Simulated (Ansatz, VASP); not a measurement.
## CoNiO2: VASP beside Ansatz

File INCAR:

```
SYSTEM = CoNiO2
ALGO = Normal ; EDIFF = 1E-7
EDIFFG = -0.01 ; ENCUT = 600
GGA = PE ; IBRION = 2
ISIF = 3 ; ISMEAR = 0
LASPH = .TRUE. ; LCHARG = .FALSE.
LREAL = .FALSE. ; LWAVE = .FALSE.
NELM = 80 ; NSW = 80
PREC = Accurate ; SIGMA = 0.1
```

File KPOINTS:

```
k-points
0
G
  14 14 10
  0 0 0
```

POSCAR

```
CoNiO2
1.0
    3.0143330000      0.0000000000      0.0000000000
    0.0000000000      3.0143330000      0.0000000000
    0.0000000000      0.0000000000      4.2222850000
Co Ni O
1 1 2
Direct
    0.5000000000      0.5000000000      0.5000000000
    0.0000000000      0.0000000000      0.0000000000
    0.5000000000      0.5000000000      0.0000000000
    0.0000000000      0.0000000000      0.5000000000
```

Input for Ansatz:

```yaml
crystal:
  lattice:
    - [3.014333, 0.0, 0.0]
    - [0.0, 3.014333, 0.0]
    - [0.0, 0.0, 4.222285]
  atoms:
    - { symbol: Co, position: [0.5, 0.5, 0.5] }
    - { symbol: Ni, position: [0.0, 0.0, 0.0] }
    - { symbol: O, position: [0.5, 0.5, 0.0] }
    - { symbol: O, position: [0.0, 0.0, 0.5] }
basis:
  ecutwfc: 420
kpoints:
  mp_grid: { grid: [14, 14, 10] }
hamiltonian:
  xc: pbe
scf:
  occupations: { method: gaussian, width: 0.1 }
  lower_state_search: "off"
output:
  forces: true
  stress: true
  eigenvalues: true
relax:
  adjacent_minimum: "off"
  f_tol: 0.01
  max_steps: 60
  cell: { stress_tol: 0.05 }
```

Alike in both runs: task relaxation of cell and atoms; functional PBE; k mesh 14 × 14 × 10; occupations gaussian, width 0.1 eV; no spin polarisation.

|  | VASP | Ansatz |
| --- | --- | --- |
| version | VASP 6.6.1 | Ansatz 0.2.0 |
| potentials or method | VASP PAW PBE potentials, release 64 (Co, Ni, O), cutoff 600 eV | scalar-relativistic, plane waves, PAW |
| valence electrons in the cell | 31 | 47 |

|  | VASP | Ansatz | Ansatz less VASP |
| --- | --- | --- | --- |
| gap on the k mesh at the Fermi level, each at its own relaxed structure (eV) | none | none | - |
| relaxed volume (Å³/atom) | 8.81 | 8.82 | +0.010 |
| relaxed cell length with the largest relative difference (Å) | 4.133 | 4.135 | +0.0019 |

A gap of «none» marks a metal or a gap that the smearing closes. VASP's potentials hold 31 valence electrons a cell and Ansatz's 47, so a difference there can come from the potentials and not from the codes.
